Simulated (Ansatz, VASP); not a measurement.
Ge4N: VASP beside Ansatz

```
Ge N
1.0
     4.37320    0.00000    0.00000
    -2.18660    3.78730    0.00000
     0.00000    0.00000    4.44431
Ge N
4 1
Direct
  0.50000 0.00000 0.50000
  0.00000 0.50000 0.50000
  0.50000 0.50000 0.50000
  0.00000 0.00000 0.00000
  0.00000 0.00000 0.50000
```

Alike in both runs: task relaxation of cell and atoms; functional PBE; k mesh 6 × 6 × 4; occupations gaussian, width 0.1 eV; no spin polarisation.

|  | VASP | Ansatz |
| --- | --- | --- |
| version | VASP 6.6.1 | Ansatz 0.2.0 |
| potentials or method | VASP PAW PBE potentials, release 64 (Ge_d, N), cutoff 600 eV | scalar-relativistic, plane waves, PAW |
| valence electrons in the cell | 61 | 61 |

Ansatz gave:

| Quantity | Value |
| --- | --- |
| gap on the k mesh at the Fermi level, each at its own relaxed structure (eV) | none |
| relaxed volume (Å³/atom) | 20.37 |
| relaxed length of the cell vector where the two differ most in proportion (Å) | 4.093 |

Task: Estimate VASP's values.

Result: gap on the k mesh at the Fermi level, each at its own relaxed structure (eV): none; relaxed volume (Å³/atom): 20.23; relaxed length of the cell vector where the two differ most in proportion (Å): 4.082.

A gap of «none» marks a metal or a gap that the smearing closes.

Noted on VASP's run: the volume moved by over 15 % at a fixed basis, so the end points are rough.
